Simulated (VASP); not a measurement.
Wanted: the native input for a VASP 6.6.1 run.

* Task: relaxation of cell and atoms
* Functional: PBE
* Potentials or basis: VASP PAW PBE potentials, release 64 (Al, N)
* Cutoff: 600 eV
* k mesh: 10 × 10 × 10
* Occupations: gaussian, width 0.02 eV
* Spin: no spin polarisation
* Target pressure: 20 GPa
* Dipole correction: no
* Further INCAR settings: ALGO = Normal; EDIFF = 1e-07; IBRION = 2; EDIFFG = -0.008; NSW = 70; ISIF = 3

The structure of AlN lies in POSCAR:

```
AlN
1.0
    0.0000000000      2.1373804438      2.1373804438
    2.1373804438      0.0000000000      2.1373804438
    2.1373804438      2.1373804438      0.0000000000
Al N
1 1
Direct
    0.0000000000      0.0000000000      0.0000000000
    0.7500000000      0.7500000000      0.7500000000
```

The input as run:

INCAR

```
PREC = Accurate ; ENCUT = 600
EDIFF = 1E-7 ; ISMEAR = 0
SIGMA = 0.02 ; LREAL = F
LASPH = T ; NELM = 100
ALGO = Normal ; ISIF = 3
LWAVE = F ; LCHARG = F
GGA = PE ; IBRION = 2
NSW = 70 ; EDIFFG = -0.008
PSTRESS = 200.0
```

KPOINTS

```
regular mesh
0
Gamma
  10 10 10
```

Potentials or basis: VASP PAW PBE potentials, release 64 (Al, N).

Launch:

```console
$ cat potpaw_PBE.64/Al/POTCAR potpaw_PBE.64/N/POTCAR > POTCAR
$ mpirun -np 1 vasp_std > vasp.out
```

It gave:

```
Pressure after relaxing : 20.0 GPa
Band gap on the k mesh  : 3.35 eV, indirect (least direct gap 4.78 eV)
```

Caveat: the relaxation stopped at its first step, so nothing moved; the cell is relaxed towards a set pressure, so the enthalpy falls and the energy may rise.

Run time: 3.1 s on 1 thread of Intel(R) Xeon(R) 6975P-C (Granite Rapids), on a shared host, peak memory 0.13 GiB.
